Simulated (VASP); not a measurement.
# ZrC (rock salt type) (R3m) in VASP: notebook

Runs on ZrC (rock salt type). Level: HSE06. Tasks: single point.

Program: VASP 6.6.1. These are calculated values, not measurements. Logs are shortened: lines on timing, memory, paths and dates and some standing lists are left out, and cuts for length are marked.

## (1) The cell of the first run

The structure is trigonal, space group R3m (No. 160). Conventional cell: a = 3.330 Å, b = 3.330 Å, c = 8.158 Å, α = 90.00°, β = 90.00°, γ = 120.00°. Zr (site symmetry 3m) has 6 C at 2.32 to 2.39 Å within 3.1 Å. Within 3.1 Å of C (site symmetry 3m) lie 6 Zr at 2.32 to 2.39 Å.

## (2) Single point, HSE06

POSCAR reads:

```
ZrC
1.0
    0.0000000000      2.3550000000      2.3550000000
    2.3550000000      0.0000000000      2.3550000000
    2.3550000000      2.3550000000      0.0000000000
Zr C
1 1
Direct
    0.0073547805      0.0073547805      0.0073547805
    0.5000000000      0.5000000000      0.5000000000
```

INCAR.step1 reads:

```
PREC = Accurate ; ENCUT = 520
EDIFF = 1E-5 ; ISMEAR = -1
SIGMA = 0.1 ; LREAL = False
LASPH = True ; NELM = 60
ALGO = Normal ; ISIF = 2
LWAVE = True ; GGA = PE
NBANDS = 15
```

INCAR.step2 reads:

```
PREC = Accurate ; ENCUT = 520
EDIFF = 1E-6 ; ISMEAR = -1
SIGMA = 0.1 ; LREAL = False
LASPH = True ; NELM = 60
ALGO = Normal ; ISIF = 2
LWAVE = False ; LCHARG = True
GGA = PE ; LHFCALC = True
HFSCREEN = 0.2079 ; PRECFOCK = Normal
LELF = True ; LVHAR = True
ISTART = 1 ; NBANDS = 15
```

KPOINTS reads:

```
regular mesh
0
Gamma
  4 4 4
```

Potentials or basis: VASP PAW PBE potentials, release 64 (Zr_sv, C).

Command:

```
cat potpaw_PBE.64/Zr_sv/POTCAR potpaw_PBE.64/C/POTCAR > POTCAR
cp INCAR.step1 INCAR
mpirun -np 1 vasp_std > vasp.out
cp INCAR.step2 INCAR
mpirun -np 1 vasp_std > vasp.out
```

OUTCAR:

```text
PREC = Accurate
   ENCUT = 520
   EDIFF = 1E-6
   ISMEAR = -1
   LREAL = False
   LASPH = True
   NELM = 60
   ISIF = 2
   GGA = PE
   LHFCALC = True
   HFSCREEN = 0.2079
   PRECFOCK = Normal
   ISTART = 1

 ion  position               nearest neighbor table
   1  0.007  0.007  0.007-   2 2.32   2 2.32   2 2.32   2 2.39   2 2.39   2 2.39
   2  0.500  0.500  0.500-   1 2.32   1 2.32   1 2.32   1 2.39   1 2.39   1 2.39

  LATTYP: Found a face centered cubic cell.
 ALAT       =     4.7100000000

  Lattice vectors:

 A1 = (   0.0000000000,   2.3550000000,   2.3550000000)
 A2 = (   2.3550000000,   0.0000000000,   2.3550000000)
 A3 = (   2.3550000000,   2.3550000000,   0.0000000000)

Analysis of symmetry for initial positions (statically):
=====================================================================
 Subroutine PRICEL returns:
 Original cell was already a primitive cell.

 Routine SETGRP: Setting up the symmetry group for a
 face centered cubic supercell.

 Subroutine GETGRP returns: Found  6 space group operations
 (whereof  6 operations were pure point group operations)
 out of a pool of 48 trial point group operations.

The static configuration has the point symmetry C_3v.

Analysis of symmetry for dynamics (positions and initial velocities):
=====================================================================
 Subroutine PRICEL returns:
 Original cell was already a primitive cell.

 Routine SETGRP: Setting up the symmetry group for a
 face centered cubic supercell.

 Subroutine GETGRP returns: Found  6 space group operations
 (whereof  6 operations were pure point group operations)
 out of a pool of 48 trial point group operations.

The dynamic configuration has the point symmetry C_3v.

 Subroutine INISYM returns: Found  6 space group operations
 (whereof  6 operations are pure point group operations),
 and found     1 'primitive' translations

----------------------------------------------------------------------------------------

                                     Primitive cell

  volume of cell :      26.1218

  direct lattice vectors                    reciprocal lattice vectors
[... 88 lines left out ...]
   EMIN   =  10.00;   EMAX   =-10.00  energy-range for DOS
   EFERMI =   0.00;   METHOD = LEGACY
   ISMEAR =    -1;   SIGMA  =   0.10  broadening in eV -4-tet -1-fermi 0-gaus
   EFERMI_NEDOS =   21; number of points for ismear=-14 and -15
   IALGO  =     38    algorithm
   IMIX   =      1    mixing-type and parameters
     AMIX     =   0.40;   BMIX     =  1.00
     AMIX_MAG =   1.60;   BMIX_MAG =  1.00
  volume/ion in A,a.u.               =      13.06        88.14
  Fermi-wavevector in a.u.,A,eV,Ry     =   1.390317  2.627319 26.299818  1.932982
  Thomas-Fermi vector in A             =   2.514264
   LORBIT       =      0    0 simple, 1 ext, 2 COOP (PROOUT), +10 PAW based schemes
   GGA     = PE    functional components
   LHFCALC =     T    Hartree Fock is set to
   PRECFOCK=normal    Normal, Fast or Accurate (Low or Medium for compatibility)
   ENCUT4O =  -1.0   cutoff for four orbital integrals eV
   NKREDX  =     1    reduce k-point grid by
   NKREDY  =     1    reduce k-point grid by
   NKREDZ  =     1    reduce k-point grid by
   AEXX    =    0.2500 exact exchange contribution
   HFSCREEN=    0.2079 screening length (either q_TF or 0.3 A-1)
   HFSCREENC=   0.2079 screening length for correlation (either q_TF or 0.3 A-1)
   ENCUTFOCK=  -1.0 apply spherical cutoff to Coloumb kernel
   IVDW    =     0    specifies the selected vdW correction
   LEPSILON=     F    determine dielectric tensor
   LRPA    =     F    only Hartree local field effects (RPA)
 non-spin polarized calculation
  energy-cutoff  :      520.00
  volume of cell :       26.12
 maximum number of plane-waves:       725
 NGX is ok and might be reduce to    28
  NGX = 20; NGY = 20; NGZ = 20

 number of electron      16.0000000 magnetization

 Free energy of the ion-electron system (eV)
  ---------------------------------------------------
  ext. energy  EPLUGINS =         0.00000000
  ---------------------------------------------------
  free energy    TOTEN  =       -22.27625728 eV

  energy without entropy =      -22.25116878  energy(sigma->0) =      -22.26371303

 E-fermi :   9.3135     XC(G=0):  -9.9269

 val. band max:        9.3048245780   @ k =   0.2500   0.2500   0.0000
 cond. band min:       9.4138321378   @ k =   0.5000   0.5000   0.0000
 fundamental gap:      0.1090075598
 Fermi energy:         9.3135321285

 k-point     1 :       0.0000    0.0000    0.0000
  band No.  band energies     occupation
      1     -42.2599      2.00000
      2     -18.5605      2.00000
      3     -18.5605      2.00000
      4     -18.5588      2.00000
      5      -3.5608      2.00000
      6      10.1567      0.00044
      7      10.2541      0.00016
      8      10.2541      0.00016
      9      11.1066      0.00000
     10      11.1066      0.00000
     11      11.3113      0.00000
     12      12.8059      0.00000
     13      12.8059      0.00000
     14      17.5281      0.00000
[... 203 lines left out ...]
      2     -19.1271      2.00000
      3     -19.1240      2.00000
      4     -18.8940      2.00000
      5      -1.4828      2.00000
      6       6.2465      2.00000
      7       6.5345      2.00000
      8       6.5828      2.00000
      9      13.3641      0.00000
     10      13.3718      0.00000
     11      16.0642      0.00000
     12      17.2890      0.00000
     13      17.3755      0.00000
     14      24.0350      0.00000
     15      24.0527      0.00000

------------------------ aborting loop because EDIFF is reached ----------------------------------------

  FORCE on cell =-STRESS in cart. coord.  units (eV):
  Direction    XX          YY          ZZ          XY          YZ          ZX
  --------------------------------------------------------------------------------------
  -------------------------------------------------------------------------------------
  Total       -0.4159462     -0.4159462     -0.4159462     -0.1145741     -0.1145741     -0.1145741
  in kB      -25.5120312    -25.5120312    -25.5120312     -7.0273966     -7.0273966     -7.0273966
  external PRESSURE =     -25.5120312 kB  Pullay stress =       0.0000000 kB

 VOLUME and BASIS-vectors are now :
 -----------------------------------------------------------------------------
  energy-cutoff  :      520.00
  volume of cell :       26.12
      direct lattice vectors                 reciprocal lattice vectors
     0.000000000  2.355000000  2.355000000    -0.212314225  0.212314225  0.212314225
     2.355000000  0.000000000  2.355000000     0.212314225 -0.212314225  0.212314225
     2.355000000  2.355000000  0.000000000     0.212314225  0.212314225 -0.212314225

 POSITION                                       TOTAL-FORCE (eV/Angst)
 -----------------------------------------------------------------------------------
      0.03464      0.03464      0.03464        -0.081896     -0.081896     -0.081896
      2.35500      2.35500      2.35500         0.081896      0.081896      0.081896
 -----------------------------------------------------------------------------------
    total drift:                               -0.000111     -0.000113     -0.000110

  FREE ENERGIE OF THE ION-ELECTRON SYSTEM (eV)
  ---------------------------------------------------
  free  energy   TOTEN  =       -22.2762572791 eV

  energy  without entropy=      -22.2511687755  energy(sigma->0) =      -22.26371303
```

OUTCAR.step1:

```text
PREC = Accurate
   ENCUT = 520
   EDIFF = 1E-5
   ISMEAR = -1
   LREAL = False
[... 442 lines left out ...]
      0.03464      0.03464      0.03464        -0.250425     -0.250425     -0.250425
      2.35500      2.35500      2.35500         0.250425      0.250425      0.250425
 -----------------------------------------------------------------------------------
    total drift:                               -0.000030     -0.000030     -0.000030

  FREE ENERGIE OF THE ION-ELECTRON SYSTEM (eV)
  ---------------------------------------------------
  free  energy   TOTEN  =       -19.4116026919 eV

  energy  without entropy=      -19.3892690375  energy(sigma->0) =      -19.40043586
```

OSZICAR.step1:

```text
N       E                     dE             d eps       ncg     rms          rms(c)
DAV:   1     0.985059696554E+02    0.98506E+02   -0.87826E+03   390   0.109E+03
DAV:   2    -0.179544153403E+02   -0.11646E+03   -0.10819E+03   502   0.281E+02
DAV:   3    -0.227960983528E+02   -0.48417E+01   -0.48060E+01   600   0.491E+01
DAV:   4    -0.228855578078E+02   -0.89459E-01   -0.89442E-01   468   0.573E+00
DAV:   5    -0.228876291801E+02   -0.20714E-02   -0.20714E-02   537   0.600E-01    0.201E+01
DAV:   6    -0.195774693549E+02    0.33102E+01   -0.67543E+00   454   0.229E+01    0.716E+00
DAV:   7    -0.194286507740E+02    0.14882E+00   -0.63488E-01   448   0.601E+00    0.623E+00
DAV:   8    -0.194731521733E+02   -0.44501E-01   -0.42242E-01   439   0.470E+00    0.517E+00
DAV:   9    -0.194124661969E+02    0.60686E-01   -0.94372E-02   432   0.205E+00    0.817E-01
DAV:  10    -0.194116275989E+02    0.83860E-03   -0.73563E-03   474   0.656E-01    0.855E-02
DAV:  11    -0.194116054978E+02    0.22101E-04   -0.14786E-04   490   0.119E-01    0.348E-02
DAV:  12    -0.194116026919E+02    0.28059E-05   -0.76847E-06   279   0.234E-02
   1 F= -.19411603E+02 E0= -.19400436E+02  d E =-.223337E-01
```

Run time: 11 min. Hardware: 1 thread of Intel Xeon 8259CL, shared host; peak memory 0.26 GiB.

Results:

* Free energy: -22.2763 eV
* Pressure: -2.6 GPa
* Largest force: 0.142 eV/Å
* Band gap on the k mesh: zero (bands 8 and 9 overlap by 0.95 eV)

Forces on the atoms (eV/Å):
```
Zr  -0.082 -0.082 -0.082
C    0.082  0.082  0.082
```

Stress tensor (GPa, compression positive):
```
-2.55 -0.70 -0.70
-0.70 -2.55 -0.70
-0.70 -0.70 -2.55
```

Caveat: the k points lie up to 0.58 Å⁻¹ apart, too coarse for converged energies and pressures of a metal; the PAW data sets were made with another functional, which shifts forces and pressure a little.

[end of part 1 of 2]

The gap in the log of VASP goes by the Fermi energy; the results here count the filled bands.